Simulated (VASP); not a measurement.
InSe, 8 atoms in the cell. It takes space group P6_3/mmc (No. 194, hexagonal). Conventional cell: a = 4.033 Å, b = 4.033 Å, c = 16.757 Å, α = 90.00°, β = 90.00°, γ = 120.00°. Within 3.5 Å of In (site symmetry 3m) lie 3 Se at 2.66 Å and 1 In at 2.79 Å. Within 3.5 Å of Se (site symmetry 3m) lie 3 In at 2.66 Å. 

* Program: VASP 6.6.1
* Task: relaxation of cell and atoms
* Functional: PBE
* Dispersion: D3(BJ)
* Potentials or basis: VASP PAW PBE potentials, release 64 (In_d, Se)
* Cutoff: 600 eV
* k mesh: 9 × 9 × 2
* Occupations: gaussian, width 0.03 eV
* Spin: no spin polarisation
* Further INCAR settings: ALGO = Normal; EDIFF = 1e-07; IBRION = 2; EDIFFG = -0.005; NSW = 90; ISIF = 3

Potentials or basis: VASP PAW PBE potentials, release 64 (In_d, Se).

The run is started by

```sh
$ cat potpaw_PBE.64/In_d/POTCAR potpaw_PBE.64/Se/POTCAR > POTCAR
$ mpirun -np 2 vasp_std > vasp.out
```

Hardware: 2 MPI ranks on Intel(R) Xeon(R) Platinum 8559C (Emerald Rapids), on a shared host.

**Question.** Estimate the wall time of this run.

**Answer.** It took 3.5 min on 2 MPI ranks on Intel(R) Xeon(R) Platinum 8559C (Emerald Rapids), with other jobs on the host, peak memory 0.55 GiB a rank. Counts: scf iterations 23, k points 24, ion steps 2.
